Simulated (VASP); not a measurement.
# In3Cu (R-3m) in VASP: a series of runs, part 2 of 2

VASP 6.6.1. Earlier steps stand in the parts before.

## Step 3: Single point, LDA

File INCAR:

```
SYSTEM = In3Cu
PREC = Accurate
ENCUT = 520
EDIFF = 1E-7
ISMEAR = 0
SIGMA = 0.15
LREAL = .False.
LASPH = .True.
NELM = 80
ALGO = Fast
ISIF = 2
LWAVE = .False.
LCHARG = .False.
NBANDS = 33
```

File KPOINTS:

```
regular mesh
0
Gamma
  10 10 10
  0 0 0
```

File POSCAR:

```
In3Cu
1.0
    4.2936588335      0.0771618940      0.0771618940
    0.0771618940      4.2936588335      0.0771618940
    0.0771618940      0.0771618940      4.2936588335
In Cu
3 1
Direct
    0.0000000000      0.5000000000      0.5000000000
    0.5000000000      0.0000000000      0.5000000000
    0.5000000000      0.5000000000      0.0000000000
    0.0000000000      0.0000000000      0.0000000000
```

Potentials or basis: VASP PAW LDA potentials, release 64 (In_d, Cu).

The run is started by

```
$ cat potpaw_LDA.64/In_d/POTCAR potpaw_LDA.64/Cu/POTCAR > POTCAR
$ mpirun -np 1 vasp_std > vasp.out
```

OUTCAR:

```text
SYSTEM = In3Cu
   PREC = Accurate
   ENCUT = 520
   EDIFF = 1E-7
   ISMEAR = 0
   LREAL = .False.
   LASPH = .True.
   NELM = 80
   ISIF = 2

 ion  position               nearest neighbor table
   1  0.000  0.500  0.500-   3 2.98   4 2.98   2 2.98   4 2.98   2 2.98   3 2.98   2 3.09   4 3.09
                             3 3.09   4 3.09   3 3.09   2 3.09
   2  0.500  0.000  0.500-   3 2.98   4 2.98   1 2.98   3 2.98   1 2.98   4 2.98   1 3.09   3 3.09
                             3 3.09   4 3.09   4 3.09   1 3.09
   3  0.500  0.500  0.000-   1 2.98   2 2.98   2 2.98   4 2.98   1 2.98   4 2.98   1 3.09   2 3.09
                             2 3.09   4 3.09   1 3.09   4 3.09
   4  0.000  0.000  0.000-   1 2.98   2 2.98   1 2.98   3 2.98   2 2.98   3 2.98   1 3.09   1 3.09
                             2 3.09   3 3.09   2 3.09   3 3.09

  LATTYP: Found a trigonal (rhomboedric) cell.
 ALAT       =     4.2950452960
 COS(alpha) =     0.0362418087

  Lattice vectors:

 A1 = (   4.2936588335,   0.0771618940,   0.0771618940)
 A2 = (   0.0771618940,   4.2936588335,   0.0771618940)
 A3 = (   0.0771618940,   0.0771618940,   4.2936588335)

Analysis of symmetry for initial positions (statically):
=====================================================================
 Subroutine PRICEL returns:
 Original cell was already a primitive cell.

 Routine SETGRP: Setting up the symmetry group for a
 trigonal (rhombohedral) supercell.

 Subroutine GETGRP returns: Found 12 space group operations
 (whereof 12 operations were pure point group operations)
 out of a pool of 12 trial point group operations.

The static configuration has the point symmetry D_3d.

Analysis of symmetry for dynamics (positions and initial velocities):
=====================================================================
 Subroutine PRICEL returns:
 Original cell was already a primitive cell.

 Routine SETGRP: Setting up the symmetry group for a
 trigonal (rhombohedral) supercell.

 Subroutine GETGRP returns: Found 12 space group operations
 (whereof 12 operations were pure point group operations)
 out of a pool of 12 trial point group operations.

The dynamic configuration has the point symmetry D_3d.

 Subroutine INISYM returns: Found 12 space group operations
 (whereof 12 operations are pure point group operations),
 and found     1 'primitive' translations

----------------------------------------------------------------------------------------

                                     Primitive cell

  volume of cell :      79.0800

  direct lattice vectors                    reciprocal lattice vectors
     4.293658834  0.077161894  0.077161894     0.233049472 -0.004114225 -0.004114225
     0.077161894  4.293658834  0.077161894    -0.004114225  0.233049472 -0.004114225
     0.077161894  0.077161894  4.293658834    -0.004114225 -0.004114225  0.233049472

  length of vectors
     4.295045296  4.295045296  4.295045296     0.233122092  0.233122092  0.233122092

  position of ions in fractional coordinates (direct lattice)
     0.000000000  0.500000000  0.500000000
     0.500000000  0.000000000  0.500000000
     0.500000000  0.500000000  0.000000000
     0.000000000  0.000000000  0.000000000

  ion indices of the primitive-cell ions
   primitive index   ion index
                 1           1
                 2           2
                 3           3
[... 21 lines left out ...]
     0.000000000  0.000000000  0.000000000

 Subroutine IBZKPT returns following result:
 ===========================================

 Found    116 irreducible k-points:

 Following reciprocal coordinates:
            Coordinates               Weight
  0.000000  0.000000  0.000000      1.000000
  0.100000 -0.000000 -0.000000      6.000000
  0.200000 -0.000000 -0.000000      6.000000
  0.300000 -0.000000  0.000000      6.000000
  0.400000 -0.000000  0.000000      6.000000
  0.500000 -0.000000 -0.000000      3.000000
[... 16 lines left out ...]
  0.300000  0.300000  0.000000      6.000000
  0.400000  0.300000 -0.000000     12.000000
 [... further k-points ...]
   k-points           NKPTS =    116   k-points in BZ     NKDIM =    116   number of bands    NBANDS=     33
   number of dos      NEDOS =    301   number of ions     NIONS =      4
   total plane-waves  NPLWV =  32768
   dimension x,y,z NGX =    32 NGY =   32 NGZ =   32
   dimension x,y,z NGXF=    64 NGYF=   64 NGZF=   64
   ions per type =               3   1
   NGX,Y,Z   is equivalent  to a cutoff of  12.39, 12.39, 12.39 a.u.
   NGXF,Y,Z  is equivalent  to a cutoff of  24.77, 24.77, 24.77 a.u.
 SYSTEM =  In3Cu
   PREC   = accura    normal or accurate (medium, high low for compatibility)
   ISTART =      0    job   : 0-new  1-cont  2-samecut
   ICHARG =      2    charge: 1-file 2-atom 10-const
   ISPIN  =      1    spin polarized calculation?
   LNONCOLLINEAR =      F non collinear calculations
   LSORBIT =      F    spin-orbit coupling
   LASPH  =      T    aspherical Exc in radial PAW
   ENCUT  =  520.0 eV  38.22 Ry    6.18 a.u.   7.99  7.99  7.99*2*pi/ulx,y,z
   NELM   =     80;   NELMIN=  2; NELMDL= -5     # of ELM steps
   EDIFF  = 0.1E-06   stopping-criterion for ELM
   LREAL  =      F    real-space projection
   EDIFFG = 0.1E-05   stopping-criterion for IOM
   NSW    =      0    number of steps for IOM
   IBRION =     -1    ionic relax: 0-MD 1-quasi-New 2-CG
   NFREE  =      0    steps in history (QN), initial steepest desc. (CG)
   ISIF   =      2    stress and relaxation
   ISYM   =      2    0-nonsym 1-usesym 2-fastsym
   POTIM  = 0.5000    time-step for ionic-motion
   TEBEG  =    0.0;   TEEND  =   0.0 temperature during run
   PSTRESS=    0.0 pullay stress
   NELECT =      50.0000    total number of electrons
   NUPDOWN=      -1.0000    fix difference up-down
   EMIN   =  10.00;   EMAX   =-10.00  energy-range for DOS
   EFERMI =   0.00;   METHOD = LEGACY
   ISMEAR =     0;   SIGMA  =   0.15  broadening in eV -4-tet -1-fermi 0-gaus
   EFERMI_NEDOS =   21; number of points for ismear=-14 and -15
   IALGO  =     68    algorithm
   IMIX   =      4    mixing-type and parameters
     AMIX     =   0.40;   BMIX     =  1.00
     AMIX_MAG =   1.60;   BMIX_MAG =  1.00
  volume/ion in A,a.u.               =      19.77       133.41
  Fermi-wavevector in a.u.,A,eV,Ry     =   1.405107  2.655266 26.862317  1.974325
  Thomas-Fermi vector in A             =   2.527601
   LORBIT       =      0    0 simple, 1 ext, 2 COOP (PROOUT), +10 PAW based schemes
   GGA     = CA    functional components
   LHFCALC =     F    Hartree Fock is set to
   AEXX    =    0.0000 exact exchange contribution
   IVDW    =     0    specifies the selected vdW correction
   LEPSILON=     F    determine dielectric tensor
   LRPA    =     F    only Hartree local field effects (RPA)
 non-spin polarized calculation
 RMM-DIIS sequential band-by-band and
 Gauss-broadening in eV      SIGMA  =   0.15
  energy-cutoff  :      520.00
  volume of cell :       79.08
 maximum number of plane-waves:      2150
   NGX = 15   NGY = 15   NGZ = 15

 number of electron      50.0000055 magnetization

 Free energy of the ion-electron system (eV)
  ---------------------------------------------------
  ext. energy  EPLUGINS =         0.00000000
  ---------------------------------------------------
  free energy    TOTEN  =       -13.60521863 eV

  energy without entropy =      -13.58520766  energy(sigma->0) =      -13.59521315

 E-fermi :   8.9589     XC(G=0): -11.5721

 val. band max:        8.9439120595   @ k =  -0.4000   0.4000   0.1000
 cond. band min:       8.9655874132   @ k =   0.4000   0.1000   0.1000
 fundamental gap:      0.0216753538
 Fermi energy:         8.9588613382

 k-point     1 :       0.0000    0.0000    0.0000
  band No.  band energies     occupation
      1      -6.3816      2.00000
      2      -6.3265      2.00000
      3      -6.2952      2.00000
      4      -6.2952      2.00000
      5      -6.0068      2.00000
      6      -6.0068      2.00000
[... 853 lines left out ...]
     32      15.0761      0.00000
     33      15.9165      0.00000

 [... further k-points ...]
[... 5 lines left out ...]
  --------------------------------------------------------------------------------------
  -------------------------------------------------------------------------------------
  Total        0.9395315      0.9395315      0.9395315     -0.1742922     -0.1742922     -0.1742922
  in kB       19.0351047     19.0351047     19.0351047     -3.5311958     -3.5311958     -3.5311958
  external PRESSURE =      19.0351047 kB  Pullay stress =       0.0000000 kB

 VOLUME and BASIS-vectors are now :
 -----------------------------------------------------------------------------
  energy-cutoff  :      520.00
  volume of cell :       79.08
      direct lattice vectors                 reciprocal lattice vectors
     4.293658834  0.077161894  0.077161894     0.233049472 -0.004114225 -0.004114225
     0.077161894  4.293658834  0.077161894    -0.004114225  0.233049472 -0.004114225
     0.077161894  0.077161894  4.293658834    -0.004114225 -0.004114225  0.233049472

 POSITION                                       TOTAL-FORCE (eV/Angst)
 -----------------------------------------------------------------------------------
      0.07716      2.18541      2.18541         0.000000     -0.000000     -0.000000
      2.18541      0.07716      2.18541         0.000000      0.000000      0.000000
      2.18541      2.18541      0.07716        -0.000000      0.000000      0.000000
      0.00000      0.00000      0.00000        -0.000000      0.000000      0.000000
 -----------------------------------------------------------------------------------
    total drift:                                0.000000     -0.000000     -0.000000

  FREE ENERGIE OF THE ION-ELECTRON SYSTEM (eV)
  ---------------------------------------------------
  free  energy   TOTEN  =       -13.6052186303 eV

  energy  without entropy=      -13.5852076648  energy(sigma->0) =      -13.59521315
```

stdout:

```text
POSCAR found type information on POSCAR InCu
 POSCAR found :  2 types and       4 ions
 scaLAPACK will be used
 LDA part: xc-table for (Slater(with rela. corr.)+CA(PZ))
 , standard interpolation
 POSCAR, INCAR and KPOINTS ok, starting setup
 FFT: planning ... GRIDC
 FFT: planning ... GRID_SOFT
 FFT: planning ... GRID
 WAVECAR not read
 entering main loop
```

Run time: 5 min. Hardware: 1 thread of Intel Xeon 6975P-C (Granite Rapids), shared host; peak memory 0.34 GiB.

What came out:

```
Free energy            : -13.6052 eV
Pressure               : 1.9 GPa
Band gap on the k mesh : zero (band 25 reaches 11.19 eV, above the bottom of band 26 at 6.96 eV)
```

Stress tensor (GPa, compression positive):
```
 1.90 -0.35 -0.35
-0.35  1.90 -0.35
-0.35 -0.35  1.90
```

Caveat: spin-orbit coupling is left out, which moves the levels of the heavy elements.

## Step 4: Single point, LDA

This run uses another cell than the first one, of 20.31 Å³/atom, 1.027 times its volume.

File INCAR:

```
SYSTEM = In3Cu
  PREC = Accurate
  ENCUT = 520
  EDIFF = 1E-7
  ISMEAR = 0
  SIGMA = 0.15
  LREAL = .FALSE.
  LASPH = .TRUE.
  NELM = 60
  ALGO = Fast
  ISIF = 2
  LWAVE = .FALSE.
  LCHARG = .FALSE.
  NBANDS = 33
```

File KPOINTS:

```
regular mesh
0
G
  10 10 10
  0 0 0
```

File POSCAR:

```
In3Cu
1.0
    4.3341653501     -0.1141740445     -0.1141740445
   -0.1141740445      4.3341653501     -0.1141740445
   -0.1141740445     -0.1141740445      4.3341653501
In Cu
3 1
Direct
    0.0000000000      0.5000000000      0.5000000000
    0.5000000000      0.0000000000      0.5000000000
    0.5000000000      0.5000000000      0.0000000000
    0.0000000000      0.0000000000      0.0000000000
```

The run is started by

```
$ cat potpaw_LDA.64/In_d/POTCAR potpaw_LDA.64/Cu/POTCAR > POTCAR
$ mpirun -np 1 vasp_std > vasp.out
```

Run time: 4.9 min. Hardware: 1 thread of Intel Xeon 6975P-C (Granite Rapids), shared host; peak memory 0.35 GiB.

It converged, with:

```
Free energy            : -13.6295 eV
Pressure               : 0.0 GPa
Band gap on the k mesh : zero (band 25 reaches 10.72 eV, above the bottom of band 26 at 6.47 eV)
```

Stress tensor (GPa, compression positive):
```
 0.04 -0.13 -0.13
-0.13  0.04 -0.13
-0.13 -0.13  0.04
```

Levels at points of the mesh, in eV from the Fermi level:
```csv
k point,band 23,band 24,band 25,band 26,band 27,band 28
"(0.00, 0.00, 0.00)",-2.23,-2.03,-0.50,-0.50,0.69,4.38
"(0.50, 0.00, 0.00)",-0.60,0.16,0.30,0.86,1.47,1.61
"(0.50, 0.50, 0.00)",-2.64,-2.50,2.14,2.18,2.85,3.12
"(0.50, 0.50, 0.50)",-2.72,-2.72,-2.11,-2.11,-2.00,-1.02
```

Caveat: spin-orbit coupling is left out, which moves the levels of the heavy elements.

## Step 5: Single point, LDA

This run uses another cell than the first one, of 20.31 Å³/atom, 1.027 times its volume.

File INCAR:

```
SYSTEM = In3Cu
ALGO     = Fast           ! electronic algorithm
EDIFF    = 1E-7           ! SCF threshold, eV
ENCUT    = 520            ! plane-wave cutoff, eV
ISIF     = 2              ! what is computed and relaxed
ISMEAR   = 0              ! smearing method
LASPH    = .True.         ! aspherical terms in the spheres
LCHARG   = .False.        ! write CHGCAR
LREAL    = .False.        ! projectors in reciprocal space
LWAVE    = .False.        ! write WAVECAR
NBANDS   = 33             ! bands
NELM     = 60             ! most SCF steps
PREC     = Accurate       ! precision mode
SIGMA    = 0.15           ! smearing width, eV
```

File KPOINTS:

```
k-points
0
Gamma
  10 10 10
  0 0 0
```

File POSCAR:

```
In3Cu
1.0
    4.3342258865      0.1173691784      0.1173691784
    0.1173691784      4.3342258865      0.1173691784
    0.1173691784      0.1173691784      4.3342258865
In Cu
3 1
Direct
    0.0000000000      0.5000000000      0.5000000000
    0.5000000000      0.0000000000      0.5000000000
    0.5000000000      0.5000000000      0.0000000000
    0.0000000000      0.0000000000      0.0000000000
```

The run is started by

```
$ cat potpaw_LDA.64/In_d/POTCAR potpaw_LDA.64/Cu/POTCAR > POTCAR
$ mpirun -np 1 vasp_std > vasp.out
```

Run time: 4.6 min. Hardware: 1 thread of Intel Xeon 6975P-C (Granite Rapids), shared host; peak memory 0.35 GiB.

The run converged. Its results:

| Property | Result |
| --- | --- |
| Free energy | -13.6075 eV |
| Pressure | 0.1 GPa |
| Band gap on the k mesh | zero (band 25 reaches 10.55 eV, above the bottom of band 26 at 6.64 eV) |

Stress tensor (GPa, compression positive):
```
 0.06 -0.55 -0.55
-0.55  0.06 -0.55
-0.55 -0.55  0.06
```

Levels at points of the mesh, in eV from the Fermi level:
| k point | band 22 | band 23 | band 24 | band 25 | band 26 | band 27 | band 28 | band 29 |
| --- | --- | --- | --- | --- | --- | --- | --- | --- |
| (0.00, 0.00, 0.00) | -2.33 | -2.11 | -2.11 | -0.51 | -0.51 | 0.68 | 4.59 | 4.59 |
| (0.50, 0.00, 0.00) | -2.76 | -0.64 | -0.05 | 0.61 | 1.16 | 1.18 | 1.48 | 2.46 |
| (0.50, 0.50, 0.00) | -2.76 | -2.65 | -2.51 | 1.96 | 1.98 | 3.19 | 3.33 | 3.34 |
| (0.50, 0.50, 0.50) | -3.19 | -2.73 | -2.73 | -2.25 | -1.95 | -1.95 | -1.15 | 9.77 |

Caveat: spin-orbit coupling is left out, which moves the levels of the heavy elements.

## Step 6: Overview

```tsv
cell	further INCAR settings	gap on the mesh (eV)	pressure (GPa)
a = 4.295 Å, angles 92.0°, 4 atoms	ALGO = Fast; EDIFF = 1e-06; NBANDS = 33	none	1.8
a = 4.295 Å, angles 87.9°, 4 atoms	ALGO = Fast; EDIFF = 1e-07; NBANDS = 33	none	1.9
a = 4.337 Å, angles 93.0°, 4 atoms	ALGO = Fast; EDIFF = 1e-07; NBANDS = 33	none	0.0
a = 4.337 Å, angles 86.9°, 4 atoms	ALGO = Fast; EDIFF = 1e-07; NBANDS = 33	none	0.1
```

Alike in all rows: task single point; level LDA; potentials or basis VASP PAW LDA potentials, release 64 (In_d, Cu); no spin polarisation; k mesh 10 × 10 × 10; cutoff (eV) 520; smearing gaussian 0.15 eV.

Caveats: spin-orbit coupling is left out, which moves the levels of the heavy elements.

Total energies depend on the potentials used, so only differences within one code and one set of settings carry meaning.
